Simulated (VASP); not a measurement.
Input of a VASP 6.6.1 run:

The input POSCAR:

```
V
1.0
   -1.5139000000      1.5139000000      1.5139000000
    1.5139000000     -1.5139000000      1.5139000000
    1.5139000000      1.5139000000     -1.5139000000
V
1
Direct
    0.0000000000      0.0000000000      0.0000000000
```

File INCAR.step1:

```
PREC = Accurate
ENCUT = 520
ISMEAR = -1
SIGMA = 0.1
LREAL = F
LASPH = T
NELM = 150
ISPIN = 2
MAGMOM = 0.45
NUPDOWN = 0.45
LMAXMIX = 4
NBANDS = 16
GGA = PE
ALGO = Normal
EDIFF = 1E-4
LWAVE = T
LCHARG = F
```

File INCAR.step2:

```
PREC = Accurate
ENCUT = 520
EDIFF = 1E-7
ISMEAR = -1
SIGMA = 0.1
LREAL = F
LASPH = T
NELM = 150
ALGO = Normal
ISIF = 2
LWAVE = F
LCHARG = T
ISPIN = 2
MAGMOM = 0.45
LORBIT = 11
NUPDOWN = 0.45
LMAXMIX = 4
METAGGA = R2SCAN
LMIXTAU = T
LELF = T
LVHAR = T
NBANDS = 16
ISTART = 1
```

File KPOINTS:

```
regular mesh
0
Gamma
  13 13 13
```

Potentials or basis: VASP PAW PBE potentials, release 64 (V_sv).

Run with:

```sh
$ cat potpaw_PBE.64/V_sv/POTCAR > POTCAR
$ cp INCAR.step1 INCAR
$ mpirun -np 1 vasp_std > vasp.out
$ cp INCAR.step2 INCAR
$ mpirun -np 1 vasp_std > vasp.out
```

Q: What does it give for the pressure?

A: -6.2 GPa.

Caveat: the PAW data sets were made with another functional, which shifts forces and pressure a little; the total moment is fixed, so each spin has its own Fermi level.
